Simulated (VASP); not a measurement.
# AlN (Cc) in VASP: further runs

AlN is run at these levels: PBE; tasks: relaxation of the atoms.

All numbers are computed with VASP 6.6.1; they aren't measurements. Logs are shortened: lines on timing, memory, paths and dates and some standing lists are left out, and cuts for length are marked.

## Step 1: The cell of the first run

The structure is monoclinic, space group Cc (No. 9). Conventional cell: a = 3.165 Å, b = 5.421 Å, c = 4.875 Å, α = 90.00°, β = 107.41°, γ = 90.00°. Al (site symmetry 1) has 4 N at 1.76 to 2.05 Å within 2.3 Å. N (site symmetry 1) has 4 Al at 1.76 to 2.05 Å within 2.3 Å.

## Step 2: Relaxation of the atoms, PBE (engineering shear strain xz -0.3000, normal strain along z -0.0400)

Input file INCAR:

```
SYSTEM = AlN
PREC     = Accurate       ! precision mode
ENCUT    = 520            ! plane-wave cutoff, eV
EDIFF    = 1E-6           ! SCF threshold, eV
ISMEAR   = 0              ! smearing method
SIGMA    = 0.05           ! smearing width, eV
LREAL    = .FALSE.        ! projectors in reciprocal space
LASPH    = .TRUE.         ! aspherical terms in the spheres
NELM     = 60             ! most SCF steps
ALGO     = Normal         ! electronic algorithm
ISIF     = 2              ! what is computed and relaxed
LWAVE    = .FALSE.        ! write WAVECAR
LCHARG   = .FALSE.        ! write CHGCAR
GGA      = PE             ! functional
IBRION   = 2              ! ionic algorithm
NSW      = 50             ! ionic steps
EDIFFG   = -0.01          ! ionic threshold
```

Input file KPOINTS:

```
regular mesh
0
G
  9 9 6
  0 0 0
```

Input file POSCAR:

```
AlN
1.0
    3.1298889828      0.0000000000     -0.4694833474
   -1.5649444914      2.7105633702      0.2347416737
   -0.7525434444      0.0000000000      4.8162780443
Al N
2 2
Direct
    0.3333333333      0.6666666667      0.0017290859
    0.6666666667      0.3333333333      0.5017290859
    0.3333333333      0.6666666667      0.3832709141
    0.6666666667      0.3333333333      0.8832709141
```

Potentials or basis: VASP PAW PBE potentials, release 64 (Al, N).

The run is started by

```
cat potpaw_PBE.64/Al/POTCAR potpaw_PBE.64/N/POTCAR > POTCAR
mpirun -np 1 vasp_std > vasp.out
```

OUTCAR:

```text
SYSTEM = AlN
   PREC = Accurate
   ENCUT = 520
   EDIFF = 1E-6
   ISMEAR = 0
   LREAL = .FALSE.
   LASPH = .TRUE.
   NELM = 60
   ISIF = 2
   GGA = PE
   IBRION = 2
   NSW = 50
   EDIFFG = -0.01

 ion  position               nearest neighbor table
   1  0.333  0.667  0.002-   4 1.76   3 1.86   4 1.90   4 2.05   2 2.64   2 2.64   2 3.03   2 3.03

   2  0.667  0.333  0.502-   3 1.76   4 1.86   3 1.90   3 2.05   1 2.64   1 2.64   1 3.03   1 3.03

   3  0.333  0.667  0.383-   2 1.76   1 1.86   2 1.90   2 2.05
   4  0.667  0.333  0.883-   1 1.76   2 1.86   1 1.90   1 2.05

  LATTYP: Found a base centered monoclinic cell.
 ALAT       =     3.1649043679
 B/A-ratio  =     1.7128880087
 C/A-ratio  =     1.5402411600
 COS(beta)  =    -0.2992310615

  Lattice vectors:

 A1 = (   1.5649444914,  -2.7105633702,  -0.2347416737)
 A2 = (   1.5649444914,   2.7105633702,  -0.2347416737)
 A3 = (  -0.7525434444,   0.0000000000,   4.8162780443)

Analysis of symmetry for initial positions (statically):
=====================================================================
 Subroutine PRICEL returns:
 Original cell was already a primitive cell.

 Routine SETGRP: Setting up the symmetry group for a
 base centered monoclinic supercell.

 Subroutine GETGRP returns: Found  2 space group operations
 (whereof  1 operations were pure point group operations)
 out of a pool of  4 trial point group operations.

The static configuration has the point symmetry C_1 .
 The point group associated with its full space group is C_1h.

Analysis of symmetry for dynamics (positions and initial velocities):
=====================================================================
 Subroutine PRICEL returns:
 Original cell was already a primitive cell.

 Routine SETGRP: Setting up the symmetry group for a
 base centered monoclinic supercell.

 Subroutine GETGRP returns: Found  2 space group operations
 (whereof  1 operations were pure point group operations)
 out of a pool of  4 trial point group operations.

The dynamic configuration has the point symmetry C_1 .
 The point group associated with its full space group is C_1h.

 Subroutine INISYM returns: Found  2 space group operations
 (whereof  1 operations are pure point group operations),
 and found     1 'primitive' translations

----------------------------------------------------------------------------------------

                                     Primitive cell

  volume of cell :      39.9025

  direct lattice vectors                    reciprocal lattice vectors
     3.129888983  0.000000000 -0.469483347     0.327168154  0.184463498  0.051120024
    -1.564944491  2.710563370  0.234741674     0.000000000  0.368926995  0.000000000
    -0.752543444  0.000000000  4.816278044     0.031891846  0.000000000  0.212612310

  length of vectors
     3.164904368  3.138679451  4.874715975     0.379050181  0.368926995  0.214990893

  position of ions in fractional coordinates (direct lattice)
     0.333333333  0.666666667  0.001729086
     0.666666667  0.333333333  0.501729086
     0.333333333  0.666666667  0.383270914
     0.666666667  0.333333333  0.883270914

  ion indices of the primitive-cell ions
   primitive index   ion index
                 1           1
                 2           2
                 3           3
                 4           4

----------------------------------------------------------------------------------------

 KPOINTS: regular mesh

Automatic generation of k-mesh.
 Grid dimensions read from file:
 generate k-points for:    9    9    6

 Generating k-lattice:

  Cartesian coordinates                     Fractional coordinates (reciprocal lattice)
     0.036352017  0.020495944  0.005680003     0.111111111  0.000000000  0.000000000
     0.000000000  0.040991888  0.000000000     0.000000000  0.111111111  0.000000000
     0.005315308  0.000000000  0.035435385    -0.000000000  0.000000000  0.166666667

  Length of vectors
     0.042116687  0.040991888  0.035831816

  Shift w.r.t. Gamma in fractional coordinates (k-lattice)
     0.000000000  0.000000000  0.000000000

 Subroutine IBZKPT returns following result:
 ===========================================

 Found    140 irreducible k-points:

 Following reciprocal coordinates:
            Coordinates               Weight
  0.000000  0.000000  0.000000      1.000000
  0.111111  0.000000  0.000000      4.000000
  0.222222  0.000000  0.000000      4.000000
  0.333333  0.000000  0.000000      4.000000
  0.444444  0.000000  0.000000      4.000000
  0.000000  0.111111  0.000000      2.000000
[... 16 lines left out ...]
  0.333333  0.333333  0.000000      2.000000
  0.000000  0.444444  0.000000      2.000000
 [... further k-points ...]
   k-points           NKPTS =    140   k-points in BZ     NKDIM =    140   number of bands    NBANDS=     12
   number of dos      NEDOS =    301   number of ions     NIONS =      4
   total plane-waves  NPLWV =  20736
   dimension x,y,z NGX =    24 NGY =   24 NGZ =   36
   dimension x,y,z NGXF=    48 NGYF=   48 NGZF=   72
   ions per type =               2   2
   NGX,Y,Z   is equivalent  to a cutoff of  12.61, 12.71, 12.28 a.u.
   NGXF,Y,Z  is equivalent  to a cutoff of  25.21, 25.42, 24.55 a.u.
 SYSTEM =  AlN
   PREC   = accura    normal or accurate (medium, high low for compatibility)
   ISTART =      0    job   : 0-new  1-cont  2-samecut
   ICHARG =      2    charge: 1-file 2-atom 10-const
   ISPIN  =      1    spin polarized calculation?
   LNONCOLLINEAR =      F non collinear calculations
   LSORBIT =      F    spin-orbit coupling
   LASPH  =      T    aspherical Exc in radial PAW
   ENCUT  =  520.0 eV  38.22 Ry    6.18 a.u.   5.88  5.84  9.06*2*pi/ulx,y,z
   NELM   =     60;   NELMIN=  2; NELMDL= -5     # of ELM steps
   EDIFF  = 0.1E-05   stopping-criterion for ELM
   LREAL  =      F    real-space projection
   EDIFFG = -.1E-01   stopping-criterion for IOM
   NSW    =     50    number of steps for IOM
   IBRION =      2    ionic relax: 0-MD 1-quasi-New 2-CG
   NFREE  =      1    steps in history (QN), initial steepest desc. (CG)
   ISIF   =      2    stress and relaxation
   ISYM   =      2    0-nonsym 1-usesym 2-fastsym
   POTIM  = 0.5000    time-step for ionic-motion
   TEBEG  =    0.0;   TEEND  =   0.0 temperature during run
   PSTRESS=    0.0 pullay stress
   NELECT =      16.0000    total number of electrons
   NUPDOWN=      -1.0000    fix difference up-down
   EMIN   =  10.00;   EMAX   =-10.00  energy-range for DOS
   EFERMI =   0.00;   METHOD = LEGACY
   ISMEAR =     0;   SIGMA  =   0.05  broadening in eV -4-tet -1-fermi 0-gaus
   EFERMI_NEDOS =   21; number of points for ismear=-14 and -15
   IALGO  =     38    algorithm
   IMIX   =      4    mixing-type and parameters
     AMIX     =   0.40;   BMIX     =  1.00
     AMIX_MAG =   1.60;   BMIX_MAG =  1.00
  volume/ion in A,a.u.               =       9.98        67.32
  Fermi-wavevector in a.u.,A,eV,Ry     =   1.207206  2.281289 19.828407  1.457347
  Thomas-Fermi vector in A             =   2.342851
   LORBIT       =      0    0 simple, 1 ext, 2 COOP (PROOUT), +10 PAW based schemes
   GGA     = PE    functional components
   LHFCALC =     F    Hartree Fock is set to
   AEXX    =    0.0000 exact exchange contribution
   IVDW    =     0    specifies the selected vdW correction
   LEPSILON=     F    determine dielectric tensor
   LRPA    =     F    only Hartree local field effects (RPA)
 conjugate gradient relaxation of ions
 non-spin polarized calculation
 Gauss-broadening in eV      SIGMA  =   0.05
  energy-cutoff  :      520.00
  volume of cell :       39.90
 maximum number of plane-waves:      1088
   NGX = 11   NGY = 11   NGZ = 19

--------------------------------------- Ionic step        1  -------------------------------------------

 number of electron      16.0000000 magnetization

 Free energy of the ion-electron system (eV)
  ---------------------------------------------------
  ext. energy  EPLUGINS =         0.00000000
  ---------------------------------------------------
  free energy    TOTEN  =       -27.96683302 eV

  energy without entropy =      -27.96683302  energy(sigma->0) =      -27.96683302

------------------------ aborting loop because EDIFF is reached ----------------------------------------

  FORCE on cell =-STRESS in cart. coord.  units (eV):
  Direction    XX          YY          ZZ          XY          YZ          ZX
  --------------------------------------------------------------------------------------
  -------------------------------------------------------------------------------------
  Total        1.4688882      1.9647505      8.7111336      0.0000000      0.0000000     10.2736712
  in kB       58.9792485     78.8892625    349.7720980      0.0000000      0.0000000    412.5115860
  external PRESSURE =     162.5468696 kB  Pullay stress =       0.0000000 kB
[... 95 lines left out ...]
  FREE ENERGIE OF THE ION-ELECTRON SYSTEM (eV)
  ---------------------------------------------------
  free  energy   TOTEN  =       -28.2092150785 eV

  energy  without entropy=      -28.2092150785  energy(sigma->0) =      -28.20921508

[... ionic steps 4 to 9 ...]

--------------------------------------- Ionic step       10  -------------------------------------------

 number of electron      16.0000001 magnetization

------------------------ aborting loop because EDIFF is reached ----------------------------------------
[... 71 lines left out ...]
--------------------------------------- Ionic step       12  -------------------------------------------

 number of electron      16.0000001 magnetization

 Free energy of the ion-electron system (eV)
  ---------------------------------------------------
  ext. energy  EPLUGINS =         0.00000000
  ---------------------------------------------------
  free energy    TOTEN  =       -28.22346760 eV

  energy without entropy =      -28.22346760  energy(sigma->0) =      -28.22346760

 E-fermi :   8.1337     XC(G=0): -11.1829

 val. band max:        7.8964209437   @ k =   0.0000   0.0000   0.0000
 cond. band min:      10.1994602820   @ k =   0.0000   0.0000   0.0000
 fundamental gap:      2.3030393382
 Fermi energy:         8.1337045829

 k-point     1 :       0.0000    0.0000    0.0000
  band No.  band energies     occupation
      1      -8.7620      2.00000
      2      -6.0020      2.00000
      3       0.8075      2.00000
      4       5.4228      2.00000
      5       5.8599      2.00000
      6       5.9080      2.00000
      7       6.4764      2.00000
      8       7.8964      2.00000
      9      10.1995      0.00000
     10      12.8366      0.00000
     11      15.8932      0.00000
     12      16.8532      0.00000
[... 331 lines left out ...]
 k-point    24 :       0.0000    0.4444    0.0000
  band No.  band energies     occupation
      1      -6.8120      2.00000
      2      -5.7895      2.00000
      3       1.5044      2.00000
      4       2.5442      2.00000
      5       3.2749      2.00000
      6       4.4059      2.00000
      7       4.8915      2.00000
      8       6.3061      2.00000
      9      11.5076      0.00000
     10      12.3368      0.00000
     11      14.6748      0.00000
     12      15.9148      0.00000

 [... further k-points ...]
[... 5 lines left out ...]
  --------------------------------------------------------------------------------------
  -------------------------------------------------------------------------------------
  Total       -2.4771669      2.6681555      7.9979267      0.0000000      0.0000000      8.4984565
  in kB      -99.4639645    107.1325963    321.1351972      0.0000000      0.0000000    341.2326242
  external PRESSURE =     109.6012763 kB  Pullay stress =       0.0000000 kB
[... 19 lines left out ...]
  FREE ENERGIE OF THE ION-ELECTRON SYSTEM (eV)
  ---------------------------------------------------
  free  energy   TOTEN  =       -28.2234675978 eV

  energy  without entropy=      -28.2234675978  energy(sigma->0) =      -28.22346760

 reached required accuracy - stopping structural energy minimisation
```

Run time: 3.6 min. Hardware: 1 thread of Intel Xeon Platinum 8375C at 2.90GHz (Ice Lake), shared host; peak memory 0.19 GiB.

What came out:

| Property | Result |
| --- | --- |
| Free energy | -28.2235 eV |
| Energy gained by relaxing | 64.2 meV/atom |
| Ionic steps | 12 |
| Pressure after relaxing | 11.0 GPa |
| Largest force after relaxing | 0.006 eV/Å |
| Band gap on the k mesh | 2.30 eV |

Forces on the atoms (eV/Å):
```
Al  -0.003 -0.001 -0.001
Al  -0.003  0.001 -0.001
N    0.003 -0.005  0.001
N    0.003  0.005  0.001
```

Stress tensor (GPa, compression positive):
```
-9.95  0.00 34.12
 0.00 10.71  0.00
34.12  0.00 32.11
```

Step by step:
```tsv
step	energy change (eV)	largest force (eV/Å)	pressure (GPa)
1	0.0000	2.3794	16.25
2	-0.0589	2.0653	12.34
3	-0.2424	0.3959	12.11
4	-0.2526	0.1465	11.15
5	-0.2527	0.1692	11.07
6	-0.2544	0.0861	10.89
7	-0.2546	0.1214	10.82
8	-0.2561	0.0626	10.88
9	-0.2566	0.0150	10.94
10	-0.2566	0.0155	10.94
11	-0.2566	0.0124	10.97
12	-0.2566	0.0060	10.96
```

Final structure:
```yaml
crystal:
  lattice:
    - [3.12989, 0.00000, -0.46948]
    - [-1.56494, 2.71056, 0.23474]
    - [-0.75254, 0.00000, 4.81628]
  atoms:
    - { symbol: Al, position: [0.35112, 0.66638, 0.00381] }
    - { symbol: Al, position: [0.68474, 0.33362, 0.50381] }
    - { symbol: N, position: [0.32608, 0.68801, 0.38119] }
    - { symbol: N, position: [0.63806, 0.31199, 0.88119] }
```

Levels at points of the mesh, in eV from the valence-band top:
```tsv
k point	band 6	band 7	band 8	band 9	band 10	band 11
(0.00, 0.00, 0.00)	-1.99	-1.42	0.00	2.30	4.94	8.00
(0.00, 0.00, 0.50)	-2.32	-1.33	-1.33	4.22	4.22	9.10
```

Caveat: the cell differs from its parent crystal (engineering shear strain xz -0.3000, normal strain along z -0.0400).

## Step 3: Relaxation of the atoms, PBE (engineering shear strain xz -0.1500, normal strain along z -0.0400)

Input file INCAR:

```
SYSTEM = AlN
PREC     = Accurate       ! precision mode
ENCUT    = 520            ! plane-wave cutoff, eV
EDIFF    = 1E-6           ! SCF threshold, eV
ISMEAR   = 0              ! smearing method
SIGMA    = 0.05           ! smearing width, eV
LREAL    = .False.        ! projectors in reciprocal space
LASPH    = .True.         ! aspherical terms in the spheres
NELM     = 100            ! most SCF steps
ALGO     = Normal         ! electronic algorithm
ISIF     = 2              ! what is computed and relaxed
LWAVE    = .False.        ! write WAVECAR
LCHARG   = .False.        ! write CHGCAR
GGA      = PE             ! functional
IBRION   = 2              ! ionic algorithm
NSW      = 50             ! ionic steps
EDIFFG   = -0.01          ! ionic threshold
```

Input file KPOINTS:

```
Automatic mesh
0
Gamma
  9 9 6
  0 0 0
```

Input file POSCAR:

```
AlN
1.0
    3.1298889828      0.0000000000     -0.2347416737
   -1.5649444914      2.7105633702      0.1173708369
   -0.3762717222      0.0000000000      4.8162780443
Al N
2 2
Direct
    0.3333333333      0.6666666667      0.0017290859
    0.6666666667      0.3333333333      0.5017290859
    0.3333333333      0.6666666667      0.3832709141
    0.6666666667      0.3333333333      0.8832709141
```

Potentials or basis: VASP PAW PBE potentials, release 64 (Al, N).

The run is started by

```
cat potpaw_PBE.64/Al/POTCAR potpaw_PBE.64/N/POTCAR > POTCAR
mpirun -np 1 vasp_std > vasp.out
```

Wall time 2.5 min (1 thread of Intel Xeon Platinum 8375C at 2.90GHz (Ice Lake), shared host); peak memory 0.19 GiB.

The run converged. Its results:

* Free energy: -29.3204 eV
* Energy gained by relaxing: 16.3 meV/atom
* Ionic steps: 8
* Pressure after relaxing: 8.4 GPa
* Largest force after relaxing: 0.008 eV/Å
* Band gap on the k mesh: 3.52 eV

Forces in eV/Å, atoms in the order of the input:
```
Al   0.006 -0.004  0.003
Al   0.006  0.004  0.003
N   -0.006 -0.001 -0.003
N   -0.006  0.001 -0.003
```

Stress tensor (GPa, compression positive):
```
 0.90  0.00 18.80
 0.00  6.13  0.00
18.80  0.00 18.12
```

The path:
```tsv
step	energy change (eV)	largest force (eV/Å)	pressure (GPa)
1	0.0000	1.0332	10.27
2	-0.0442	0.5916	8.08
3	-0.0634	0.1691	8.51
4	-0.0648	0.0643	8.33
5	-0.0649	0.0273	8.37
6	-0.0650	0.0227	8.38
7	-0.0651	0.0266	8.40
8	-0.0651	0.0076	8.38
```

Final structure:
```cif
data_structure
_symmetry_space_group_name_H-M 'P 1'
_symmetry_Int_Tables_number 1
_cell_length_a 3.1387
_cell_length_b 3.1321
_cell_length_c 4.8310
_cell_angle_alpha 85.625
_cell_angle_beta 98.756
_cell_angle_gamma 120.070
_cell_volume 40.62
loop_
_atom_site_label
_atom_site_type_symbol
_atom_site_fract_x
_atom_site_fract_y
_atom_site_fract_z
_atom_site_occupancy
Al1 Al 0.34134 0.66674 0.99853 1
Al2 Al 0.67460 0.33326 0.49853 1
N1 N 0.32807 0.67207 0.38647 1
N2 N 0.65599 0.32793 0.88647 1
```

Levels at points of the mesh, in eV from the valence-band top:
| k point | band 4 | band 5 | band 6 | band 7 | band 8 | band 9 | band 10 | band 11 | band 12 |
| --- | --- | --- | --- | --- | --- | --- | --- | --- | --- |
| (0.00, 0.00, 0.00) | -1.76 | -1.66 | -1.23 | -0.94 | 0.00 | 3.52 | 5.81 | 9.71 | 10.06 |
| (0.00, 0.00, 0.50) | -3.73 | -1.57 | -1.57 | -1.09 | -1.09 | 5.60 | 5.60 | 9.91 | 9.91 |

Caveat: the cell differs from its parent crystal (engineering shear strain xz -0.1500, normal strain along z -0.0400). A k mesh can miss the band edges.

(Part 1 of 2 ends here.)
